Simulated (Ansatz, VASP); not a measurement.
SnO2 in VASP and in Ansatz

```
Sn O
1.0
     5.17526    0.00000    0.00000
     0.00000    5.17526    0.00000
     0.00000    0.00000    5.17526
Sn O
4 8
Cartesian
  0.0000 0.0000 0.0000
  2.5876 0.0000 2.5876
  2.5876 2.5876 0.0000
  0.0000 2.5876 2.5876
  3.4214 4.3415 0.8337
  4.3415 0.8337 3.4214
  0.8337 3.4214 4.3415
  1.7539 1.7539 1.7539
  3.4214 3.4214 3.4214
  4.3415 1.7539 0.8337
  0.8337 4.3415 1.7539
  1.7539 0.8337 4.3415
```

Alike in both runs: task relaxation of cell and atoms; functional PBEsol; k mesh 5 × 5 × 5; occupations fermi-dirac, width 0.05 eV; no spin polarisation.

|  | VASP | Ansatz |
| --- | --- | --- |
| version | VASP 6.6.1 | Ansatz 0.2.0 |
| potentials or method | VASP PAW PBE potentials, release 64 (Sn_d, O) | Ansatz PAW |
| plane-wave cutoff (eV) | 600 | 420 |
| valence electrons in the cell | 104 | 104 |

Ansatz gave:

```
gap on the k mesh at the Fermi level, each at its own relaxed structure (eV) : 0.85
relaxed volume (Å³/atom)                                                     : 11.14
relaxed cell length with the largest relative difference (Å)                 : 5.113
```

Which values does VASP return?

gap on the k mesh at the Fermi level, each at its own relaxed structure (eV): 0.83; relaxed volume (Å³/atom): 11.16; relaxed cell length with the largest relative difference (Å): 5.117.

VASP's potentials were made for PBE, not for PBEsol.

Noted on Ansatz's run: Pulay correction over one GPa; odd divisions of the mesh miss points on the zone boundary, where band edges often lie, so the gap on the mesh can be too wide; the plane-wave basis is chosen anew once the cell has moved, so the energies of steps on either side of that aren't comparable.
